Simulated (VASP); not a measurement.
Here is a VASP 6.6.1 calculation.

The input INCAR:

```
PREC = Accurate
ENCUT = 520
EDIFF = 1E-6
ISMEAR = -1
SIGMA = 0.08
LREAL = F
LASPH = T
NELM = 80
ALGO = Normal
ISIF = 2
LWAVE = F
LCHARG = F
GGA = PE
NBANDS = 18
```

File KPOINTS:

```
Automatic mesh
0
Gamma
  13 13 7
```

The input POSCAR:

```
HfO2
1.0
    3.2022961113      0.0000000000      0.0000000000
   -1.6011480557      2.7732697828      0.0000000000
    0.0000000000      0.0000000000      4.1438700559
Hf O
1 2
Direct
    0.0000000000      0.0000000000      0.0000000000
    0.3333333333      0.6666666667      0.2339600721
    0.6666666667      0.3333333333      0.7660399279
```

Potentials or basis: VASP PAW PBE potentials, release 64 (Hf_pv, O).

Launch:

```bash
$ cat potpaw_PBE.64/Hf_pv/POTCAR potpaw_PBE.64/O/POTCAR > POTCAR
$ mpirun -np 1 vasp_std > vasp.out
```

(1) What does it give for the largest force?

(2) Predict the pressure.

(3) Predict the band gap on the k mesh.

## Answers

(1) 0.209 eV/Å.

(2) 8.9 GPa.

(3) 3.91 eV (least direct gap 4.73 eV).

Caveat: the cell stands under pressure; spin-orbit coupling is left out, which moves the levels of the heavy elements; an odd mesh through Γ misses points on the zone boundary, where band edges can lie.
